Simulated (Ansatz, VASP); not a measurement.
## Pd: VASP beside Ansatz

The input INCAR:

```
SYSTEM = Pd
PREC     = Accurate       ! precision mode
ENCUT    = 500            ! plane-wave cutoff, eV
EDIFF    = 1E-6           ! SCF threshold, eV
ISMEAR   = 0              ! smearing method
SIGMA    = 0.1            ! smearing width, eV
LREAL    = .FALSE.        ! projectors in reciprocal space
LASPH    = .TRUE.         ! aspherical terms in the spheres
NELM     = 120            ! most SCF steps
ALGO     = Normal         ! electronic algorithm
ISIF     = 2              ! what is computed and relaxed
LWAVE    = .FALSE.        ! write WAVECAR
LCHARG   = .FALSE.        ! write CHGCAR
NBANDS   = 11             ! bands
GGA_COMPAT= .FALSE.
```

File KPOINTS:

```
Automatic mesh
0
G
  8 8 8
  0 0 0
```

Contents of POSCAR:

```
Pd
1.0
    0.0000000000      1.9400000000      1.9400000000
    1.9400000000      0.0000000000      1.9400000000
    1.9400000000      1.9400000000      0.0000000000
Pd
1
Direct
    0.0000000000      0.0000000000      0.0000000000
```

Input for Ansatz:

```yaml
crystal:
  lattice:
    - [0.0, 1.94, 1.94]
    - [1.94, 0.0, 1.94]
    - [1.94, 1.94, 0.0]
  atoms:
    - { symbol: Pd, position: [0.0, 0.0, 0.0] }
basis:
  ecutwfc: 420
kpoints:
  mp_grid: { grid: [8, 8, 8] }
hamiltonian:
  xc: lda
  pseudopotentials: { kind: paw, azcp: { folder: soft_1 } }
scf:
  occupations: { method: gaussian, width: 0.1 }
output:
  forces: true
  stress: true
  eigenvalues: true
```

Alike in both runs: task single point; functional LDA; k mesh 8 × 8 × 8; occupations gaussian, width 0.1 eV; no spin polarisation.

|  | VASP | Ansatz |
| --- | --- | --- |
| version | VASP 6.6.1 | Ansatz 0.2.0 |
| potentials or method | VASP PAW LDA potentials, release 64 (Pd), cutoff 500 eV | scalar-relativistic, plane waves, PAW |
| valence electrons in the cell | 10 | 18 |

Ansatz gave:

| Quantity | Value |
| --- | --- |
| gap on the k mesh at the Fermi level (eV) | none |
| pressure (GPa) | -5.8 |

Q: What did VASP give for the same quantities?

A: gap on the k mesh at the Fermi level (eV): none; pressure (GPa): -5.4.

Ansatz warns that its potentials were made for another functional, while VASP's fit it. LDA's correlation is that of Perdew and Zunger in VASP and of Perdew and Wang (1992) in Ansatz. A gap of «none» marks a metal or a gap that the smearing closes. VASP's potentials hold 10 valence electrons a cell and Ansatz's 18, so a difference there can come from the potentials and not from the codes.
